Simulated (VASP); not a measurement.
# Zr (Fm-3m) in VASP: further runs

Zr is run at these levels: PBEsol; tasks: single point.

All numbers are computed with VASP 6.6.1; they aren't measurements. Logs are shortened: lines on timing, memory, paths and dates and some standing lists are left out, and cuts for length are marked.

## (1) The cell of the first run

It takes space group Fm-3m (No. 225, cubic). The conventional cell has a = 4.404 Å, b = 4.404 Å, c = 4.404 Å, α = 90.00°, β = 90.00°, γ = 90.00°. Within 4.1 Å of Zr (site symmetry m-3m) lie 12 Zr at 3.11 Å.

## (2) Single point, PBEsol (volume scaled by 0.96)

The input, INCAR:

```
PREC = Accurate ; ENCUT = 520
EDIFF = 1E-6 ; ISMEAR = -1
SIGMA = 0.1 ; LREAL = False
LASPH = True ; NELM = 60
ALGO = Normal ; ISIF = 2
LWAVE = False ; LCHARG = False
GGA = PS ; NBANDS = 12
```

The input, KPOINTS:

```
Automatic mesh
0
Gamma
  14 14 14
```

The input, POSCAR:

```
Zr
1.0
    0.0000000000      2.2017864997      2.2017864997
    2.2017864997      0.0000000000      2.2017864997
    2.2017864997      2.2017864997      0.0000000000
Zr
1
Direct
    0.0000000000      0.0000000000      0.0000000000
```

Potentials or basis: VASP PAW PBE potentials, release 64 (Zr_sv).

Run with:

```sh
cat potpaw_PBE.64/Zr_sv/POTCAR > POTCAR
mpirun -np 1 vasp_std > vasp.out
```

OUTCAR:

```text
PREC = Accurate
   ENCUT = 520
   EDIFF = 1E-6
   ISMEAR = -1
   LREAL = False
   LASPH = True
   NELM = 60
   ISIF = 2
   GGA = PS

 ion  position               nearest neighbor table
   1  0.000  0.000  0.000-

  LATTYP: Found a face centered cubic cell.
 ALAT       =     4.4035729994

  Lattice vectors:

 A1 = (   0.0000000000,   2.2017864997,   2.2017864997)
 A2 = (   2.2017864997,   0.0000000000,   2.2017864997)
 A3 = (   2.2017864997,   2.2017864997,   0.0000000000)

Analysis of symmetry for initial positions (statically):
=====================================================================
 Subroutine PRICEL returns:
 Original cell was already a primitive cell.

 Routine SETGRP: Setting up the symmetry group for a
 face centered cubic supercell.

 Subroutine GETGRP returns: Found 48 space group operations
 (whereof 48 operations were pure point group operations)
 out of a pool of 48 trial point group operations.

The static configuration has the point symmetry O_h .

Analysis of symmetry for dynamics (positions and initial velocities):
=====================================================================
 Subroutine PRICEL returns:
 Original cell was already a primitive cell.

 Routine SETGRP: Setting up the symmetry group for a
 face centered cubic supercell.

 Subroutine GETGRP returns: Found 48 space group operations
 (whereof 48 operations were pure point group operations)
 out of a pool of 48 trial point group operations.

The dynamic configuration has the point symmetry O_h .

 Subroutine INISYM returns: Found 48 space group operations
 (whereof 48 operations are pure point group operations),
 and found     1 'primitive' translations

----------------------------------------------------------------------------------------

                                     Primitive cell

  volume of cell :      21.3479

  direct lattice vectors                    reciprocal lattice vectors
     0.000000000  2.201786500  2.201786500    -0.227088321  0.227088321  0.227088321
     2.201786500  0.000000000  2.201786500     0.227088321 -0.227088321  0.227088321
     2.201786500  2.201786500  0.000000000     0.227088321  0.227088321 -0.227088321

  length of vectors
     3.113796329  3.113796329  3.113796329     0.393328510  0.393328510  0.393328510

[... 76 lines left out ...]
   ENCUT  =  520.0 eV  38.22 Ry    6.18 a.u.   5.79  5.79  5.79*2*pi/ulx,y,z
   NELM   =     60;   NELMIN=  2; NELMDL= -5     # of ELM steps
   EDIFF  = 0.1E-05   stopping-criterion for ELM
   LREAL  =      F    real-space projection
   EDIFFG = 0.1E-04   stopping-criterion for IOM
   NSW    =      0    number of steps for IOM
   IBRION =     -1    ionic relax: 0-MD 1-quasi-New 2-CG
   NFREE  =      0    steps in history (QN), initial steepest desc. (CG)
   ISIF   =      2    stress and relaxation
   ISYM   =      2    0-nonsym 1-usesym 2-fastsym
   POTIM  = 0.5000    time-step for ionic-motion
   TEBEG  =    0.0;   TEEND  =   0.0 temperature during run
   PSTRESS=    0.0 pullay stress
   NELECT =      12.0000    total number of electrons
   NUPDOWN=      -1.0000    fix difference up-down
   EMIN   =  10.00;   EMAX   =-10.00  energy-range for DOS
   EFERMI =   0.00;   METHOD = LEGACY
   ISMEAR =    -1;   SIGMA  =   0.10  broadening in eV -4-tet -1-fermi 0-gaus
   EFERMI_NEDOS =   21; number of points for ismear=-14 and -15
   IALGO  =     38    algorithm
   IMIX   =      4    mixing-type and parameters
     AMIX     =   0.40;   BMIX     =  1.00
     AMIX_MAG =   1.60;   BMIX_MAG =  1.00
  volume/ion in A,a.u.               =      21.35       144.06
  Fermi-wavevector in a.u.,A,eV,Ry     =   1.351087  2.553185 24.836573  1.825437
  Thomas-Fermi vector in A             =   2.478538
   LORBIT       =      0    0 simple, 1 ext, 2 COOP (PROOUT), +10 PAW based schemes
   GGA     = PS    functional components
   LHFCALC =     F    Hartree Fock is set to
   AEXX    =    0.0000 exact exchange contribution
   IVDW    =     0    specifies the selected vdW correction
   LEPSILON=     F    determine dielectric tensor
   LRPA    =     F    only Hartree local field effects (RPA)
 non-spin polarized calculation
  energy-cutoff  :      520.00
  volume of cell :       21.35
 maximum number of plane-waves:       588
   NGX = 11   NGY = 11   NGZ = 11

 number of electron      12.0000000 magnetization

 Free energy of the ion-electron system (eV)
  ---------------------------------------------------
  ext. energy  EPLUGINS =         0.00000000
  ---------------------------------------------------
  free energy    TOTEN  =        -9.05850298 eV

  energy without entropy =       -9.01339785  energy(sigma->0) =       -9.03595042

 E-fermi :   9.7512     XC(G=0): -11.6052

 val. band max:        9.7433271872   @ k =  -0.3571   0.1429   0.0000
 cond. band min:       9.7533780121   @ k =   0.2143   0.0714   0.0000
 fundamental gap:      0.0100508248
 Fermi energy:         9.7512388766

 k-point     1 :       0.0000    0.0000    0.0000
  band No.  band energies     occupation
      1     -38.6999      2.00000
      2     -16.0949      2.00000
      3     -16.0949      2.00000
      4     -16.0949      2.00000
      5       4.0523      2.00000
      6      10.7468      0.00009
      7      10.7468      0.00009
      8      10.7468      0.00009
      9      13.4491      0.00000
     10      13.4491      0.00000
     11      20.4355      0.00000
     12      24.9154      0.00000
[... 331 lines left out ...]
 k-point    24 :       0.2857    0.1429    0.0000
  band No.  band energies     occupation
      1     -38.5805      2.00000
      2     -16.7473      2.00000
      3     -16.2658      2.00000
      4     -16.2536      2.00000
      5       6.1994      2.00000
      6       9.1496      1.99513
      7      10.8418      0.00004
      8      11.7000      0.00000
      9      12.8470      0.00000
     10      14.2928      0.00000
     11      22.3843      0.00000
     12      24.7272      0.00000

 [... further k-points ...]
[... 5 lines left out ...]
  --------------------------------------------------------------------------------------
  -------------------------------------------------------------------------------------
  Total        0.5993209      0.5993209      0.5993209      0.0000000      0.0000000      0.0000000
  in kB       44.9794795     44.9794795     44.9794795      0.0000000      0.0000000      0.0000000
  external PRESSURE =      44.9794795 kB  Pullay stress =       0.0000000 kB

 VOLUME and BASIS-vectors are now :
 -----------------------------------------------------------------------------
  energy-cutoff  :      520.00
  volume of cell :       21.35
      direct lattice vectors                 reciprocal lattice vectors
     0.000000000  2.201786500  2.201786500    -0.227088321  0.227088321  0.227088321
     2.201786500  0.000000000  2.201786500     0.227088321 -0.227088321  0.227088321
     2.201786500  2.201786500  0.000000000     0.227088321  0.227088321 -0.227088321

 POSITION                                       TOTAL-FORCE (eV/Angst)
 -----------------------------------------------------------------------------------
      0.00000      0.00000      0.00000         0.000000      0.000000      0.000000
 -----------------------------------------------------------------------------------
    total drift:                                0.000000      0.000000      0.000000

  FREE ENERGIE OF THE ION-ELECTRON SYSTEM (eV)
  ---------------------------------------------------
  free  energy   TOTEN  =        -9.0585029832 eV

  energy  without entropy=       -9.0133978530  energy(sigma->0) =       -9.03595042
```

OSZICAR:

```text
N       E                     dE             d eps       ncg     rms          rms(c)
DAV:   1     0.882268489937E+02    0.88227E+02   -0.70650E+03  2496   0.101E+03
DAV:   2    -0.617001571571E+01   -0.94397E+02   -0.91821E+02  2864   0.277E+02
DAV:   3    -0.932696264346E+01   -0.31569E+01   -0.31094E+01  3732   0.423E+01
DAV:   4    -0.939810840841E+01   -0.71146E-01   -0.71077E-01  2824   0.607E+00
DAV:   5    -0.939962606256E+01   -0.15177E-02   -0.15176E-02  3588   0.671E-01    0.126E+01
DAV:   6    -0.911060835185E+01    0.28902E+00   -0.37649E-01  2736   0.566E+00    0.523E+00
DAV:   7    -0.905600757345E+01    0.54601E-01   -0.19910E-01  3008   0.394E+00    0.738E-01
DAV:   8    -0.905850071012E+01   -0.24931E-02   -0.12299E-02  2896   0.130E+00    0.671E-02
DAV:   9    -0.905850712613E+01   -0.64160E-05   -0.32788E-04  3200   0.156E-01    0.183E-02
DAV:  10    -0.905850644600E+01    0.68013E-06   -0.11546E-05  2952   0.350E-02    0.521E-03
DAV:  11    -0.905850309661E+01    0.33494E-05   -0.10478E-06  1972   0.111E-02    0.118E-03
DAV:  12    -0.905850298317E+01    0.11345E-06   -0.12983E-07  1512   0.328E-03
   1 F= -.90585030E+01 E0= -.90359504E+01  d E =-.451051E-01
```

Run time: 18 s. Hardware: 1 thread of Intel Xeon Platinum 8259CL at 2.50GHz (Skylake/Cascade Lake), shared host; peak memory 0.15 GiB.

What came out:

* Free energy: -9.0585 eV
* Pressure: 4.5 GPa
* Band gap on the k mesh: zero (band 6 reaches 10.75 eV, above the bottom of band 7 at 9.06 eV)

Caveat: the cell differs from its parent crystal (volume scaled by 0.96); the PAW data sets were made with another functional, which shifts forces and pressure a little.

## (3) Single point, PBEsol

This run uses another cell than the first one, of 22.24 Å³/atom, 1.042 times its volume.

The input, INCAR:

```
ALGO = Normal
EDIFF = 1E-6
ENCUT = 520
GGA = PS
ISIF = 2
ISMEAR = -1
LASPH = True
LCHARG = False
LREAL = False
LWAVE = False
NBANDS = 12
NELM = 80
PREC = Accurate
SIGMA = 0.1
```

The input, KPOINTS:

```
k-points
0
Gamma
  14 14 14
```

The input, POSCAR:

```
Zr
1.0
    0.0000000000      2.2319517071      2.2319517071
    2.2319517071      0.0000000000      2.2319517071
    2.2319517071      2.2319517071      0.0000000000
Zr
1
Direct
    0.0000000000      0.0000000000      0.0000000000
```

Potentials or basis: VASP PAW PBE potentials, release 64 (Zr_sv).

Run with:

```sh
cat potpaw_PBE.64/Zr_sv/POTCAR > POTCAR
mpirun -np 1 vasp_std > vasp.out
```

Wall time 22 s (1 thread of Intel Xeon Platinum 8259CL at 2.50GHz (Skylake/Cascade Lake), shared host); peak memory 0.15 GiB.

It converged, with:

```yaml
Free_energy: -9.0719 eV
Pressure: 0.3 GPa
Band_gap_on_the_k_mesh: zero (band 6 reaches 10.26 eV, above the bottom of band 7 at 8.61 eV)
```

Levels at points of the mesh, in eV from the Fermi level:
```
           k point  band 4  band 5  band 6  band 7  band 8  band 9
(0.00, 0.00, 0.00)  -25.98   -5.64    0.99    0.99    0.99    3.55
(0.50, 0.00, 0.00)  -26.13   -3.06    0.79    0.79    1.30    5.48
(0.50, 0.50, 0.00)  -26.38   -3.16   -2.34    3.26    5.47    6.03
```

Caveat: the PAW data sets were made with another functional, which shifts forces and pressure a little.

## (4) Single point, PBEsol (volume scaled by 1.04)

The input, INCAR:

```
ALGO = Normal ; EDIFF = 1E-6
ENCUT = 520 ; GGA = PS
ISIF = 2 ; ISMEAR = -1
LASPH = T ; LCHARG = T
LELF = T ; LREAL = F
LVHAR = T ; LWAVE = F
NBANDS = 12 ; NELM = 80
PREC = Accurate ; SIGMA = 0.1
```

KPOINTS is that of step 3.

The input, POSCAR:

```
Zr
1.0
    0.0000000000      2.2613228609      2.2613228609
    2.2613228609      0.0000000000      2.2613228609
    2.2613228609      2.2613228609      0.0000000000
Zr
1
Direct
    0.0000000000      0.0000000000      0.0000000000
```

Potentials or basis: VASP PAW PBE potentials, release 64 (Zr_sv).

Run with:

```sh
cat potpaw_PBE.64/Zr_sv/POTCAR > POTCAR
mpirun -np 1 vasp_std > vasp.out
```

OUTCAR:

```text
EDIFF = 1E-6
   ENCUT = 520
   GGA = PS
   ISIF = 2
   ISMEAR = -1
   LASPH = T
   LREAL = F
   NELM = 80
   PREC = Accurate

 ion  position               nearest neighbor table
   1  0.000  0.000  0.000-

  LATTYP: Found a face centered cubic cell.
 ALAT       =     4.5226457218

  Lattice vectors:

 A1 = (   0.0000000000,   2.2613228609,   2.2613228609)
 A2 = (   2.2613228609,   0.0000000000,   2.2613228609)
 A3 = (   2.2613228609,   2.2613228609,   0.0000000000)

Analysis of symmetry for initial positions (statically):
=====================================================================
 Subroutine PRICEL returns:
 Original cell was already a primitive cell.

 Routine SETGRP: Setting up the symmetry group for a
 face centered cubic supercell.

 Subroutine GETGRP returns: Found 48 space group operations
 (whereof 48 operations were pure point group operations)
 out of a pool of 48 trial point group operations.

The static configuration has the point symmetry O_h .

Analysis of symmetry for dynamics (positions and initial velocities):
=====================================================================
 Subroutine PRICEL returns:
 Original cell was already a primitive cell.

 Routine SETGRP: Setting up the symmetry group for a
 face centered cubic supercell.

 Subroutine GETGRP returns: Found 48 space group operations
 (whereof 48 operations were pure point group operations)
 out of a pool of 48 trial point group operations.

The dynamic configuration has the point symmetry O_h .

 Subroutine INISYM returns: Found 48 space group operations
 (whereof 48 operations are pure point group operations),
 and found     1 'primitive' translations

----------------------------------------------------------------------------------------

                                     Primitive cell

  volume of cell :      23.1269

  direct lattice vectors                    reciprocal lattice vectors
     0.000000000  2.261322861  2.261322861    -0.221109515  0.221109515  0.221109515
[... 110 lines left out ...]
   LHFCALC =     F    Hartree Fock is set to
   AEXX    =    0.0000 exact exchange contribution
   IVDW    =     0    specifies the selected vdW correction
   LEPSILON=     F    determine dielectric tensor
   LRPA    =     F    only Hartree local field effects (RPA)
 non-spin polarized calculation
  energy-cutoff  :      520.00
  volume of cell :       23.13
 maximum number of plane-waves:       636
   NGX = 11   NGY = 11   NGZ = 11

 number of electron      12.0000000 magnetization

 Free energy of the ion-electron system (eV)
  ---------------------------------------------------
  ext. energy  EPLUGINS =         0.00000000
  ---------------------------------------------------
  free energy    TOTEN  =        -9.06375160 eV

  energy without entropy =       -9.01348601  energy(sigma->0) =       -9.03861880

 E-fermi :   8.8247     XC(G=0): -11.2327

 val. band max:        8.8201004911   @ k =   0.3571   0.0714   0.0000
 cond. band min:       8.8279405150   @ k =  -0.4286   0.1429   0.0714
 fundamental gap:      0.0078400240
 Fermi energy:         8.8246807685

 k-point     1 :       0.0000    0.0000    0.0000
  band No.  band energies     occupation
      1     -39.7593      2.00000
      2     -17.2867      2.00000
      3     -17.2867      2.00000
      4     -17.2867      2.00000
      5       3.2528      2.00000
      6       9.8102      0.00010
      7       9.8102      0.00010
      8       9.8102      0.00010
      9      12.2430      0.00000
     10      12.2430      0.00000
     11      19.3618      0.00000
     12      23.5245      0.00000
[... 331 lines left out ...]
 k-point    24 :       0.2857    0.1429    0.0000
  band No.  band energies     occupation
      1     -39.6733      2.00000
      2     -17.7905      2.00000
      3     -17.4200      2.00000
      4     -17.4103      2.00000
      5       5.2669      2.00000
      6       8.3427      1.98399
      7       9.9094      0.00004
      8      10.6691      0.00000
      9      11.6982      0.00000
     10      13.0067      0.00000
     11      20.9830      0.00000
     12      23.0745      0.00000

 [... further k-points ...]

------------------------ aborting loop because EDIFF is reached ----------------------------------------

  FORCE on cell =-STRESS in cart. coord.  units (eV):
  Direction    XX          YY          ZZ          XY          YZ          ZX
  --------------------------------------------------------------------------------------
  -------------------------------------------------------------------------------------
  Total       -0.4714158     -0.4714158     -0.4714158      0.0000000      0.0000000     -0.0000000
  in kB      -32.6585587    -32.6585587    -32.6585587      0.0000000      0.0000000     -0.0000000
  external PRESSURE =     -32.6585587 kB  Pullay stress =       0.0000000 kB

 VOLUME and BASIS-vectors are now :
 -----------------------------------------------------------------------------
  energy-cutoff  :      520.00
  volume of cell :       23.13
      direct lattice vectors                 reciprocal lattice vectors
     0.000000000  2.261322861  2.261322861    -0.221109515  0.221109515  0.221109515
     2.261322861  0.000000000  2.261322861     0.221109515 -0.221109515  0.221109515
     2.261322861  2.261322861  0.000000000     0.221109515  0.221109515 -0.221109515

 POSITION                                       TOTAL-FORCE (eV/Angst)
 -----------------------------------------------------------------------------------
      0.00000      0.00000      0.00000         0.000000      0.000000      0.000000
 -----------------------------------------------------------------------------------
    total drift:                               -0.000000      0.000000     -0.000000

  FREE ENERGIE OF THE ION-ELECTRON SYSTEM (eV)
  ---------------------------------------------------
  free  energy   TOTEN  =        -9.0637515979 eV

  energy  without entropy=       -9.0134860076  energy(sigma->0) =       -9.03861880
```

OSZICAR:

```text
N       E                     dE             d eps       ncg     rms          rms(c)
DAV:   1     0.861938843791E+02    0.86194E+02   -0.69709E+03  2512   0.999E+02
DAV:   2    -0.635218922756E+01   -0.92546E+02   -0.90026E+02  2904   0.266E+02
DAV:   3    -0.937928836790E+01   -0.30271E+01   -0.29854E+01  3668   0.407E+01
DAV:   4    -0.945750754250E+01   -0.78219E-01   -0.78134E-01  2916   0.612E+00
DAV:   5    -0.945925150130E+01   -0.17440E-02   -0.17439E-02  3608   0.678E-01    0.108E+01
DAV:   6    -0.912743655157E+01    0.33181E+00   -0.41941E-01  2724   0.586E+00    0.428E+00
DAV:   7    -0.906187909302E+01    0.65557E-01   -0.21530E-01  3000   0.398E+00    0.724E-01
DAV:   8    -0.906375222636E+01   -0.18731E-02   -0.12415E-02  2964   0.128E+00    0.950E-02
DAV:   9    -0.906375733539E+01   -0.51090E-05   -0.36943E-04  3272   0.174E-01    0.182E-02
DAV:  10    -0.906375454169E+01    0.27937E-05   -0.12834E-05  2968   0.373E-02    0.605E-03
DAV:  11    -0.906375168415E+01    0.28575E-05   -0.89574E-07  1980   0.970E-03    0.102E-03
DAV:  12    -0.906375159793E+01    0.86224E-07   -0.12337E-07  1524   0.269E-03
   1 F= -.90637516E+01 E0= -.90386188E+01  d E =-.502656E-01
```

stdout:

```text
POSCAR found type information on POSCAR Zr
 POSCAR found :  1 types and       1 ions
 scaLAPACK will be used
 -----------------------------------------------------------------------------
|                                                                             |
|                                                                             |
|     You enforced a specific xc type in the INCAR file but a different       |
|     I HOPE YOU KNOW WHAT YOU ARE DOING!                                     |
|                                                                             |
 -----------------------------------------------------------------------------

 LDA part: xc-table for (Slater+PW92), standard interpolation
 POSCAR, INCAR and KPOINTS ok, starting setup
 FFT: planning ... GRIDC
 FFT: planning ... GRID_SOFT
 FFT: planning ... GRID
 WAVECAR not read
 entering main loop
```

Wall time 20 s (1 thread of Intel Xeon Platinum 8259CL at 2.50GHz (Skylake/Cascade Lake), shared host); peak memory 0.15 GiB.

Results:

```yaml
Free_energy: -9.0638 eV
Pressure: -3.3 GPa
Band_gap_on_the_k_mesh: zero (band 6 reaches 9.81 eV, above the bottom of band 7 at 8.20 eV)
```

Caveat: the cell differs from its parent crystal (volume scaled by 1.04); the PAW data sets were made with another functional, which shifts forces and pressure a little.

[end of part 1 of 2]
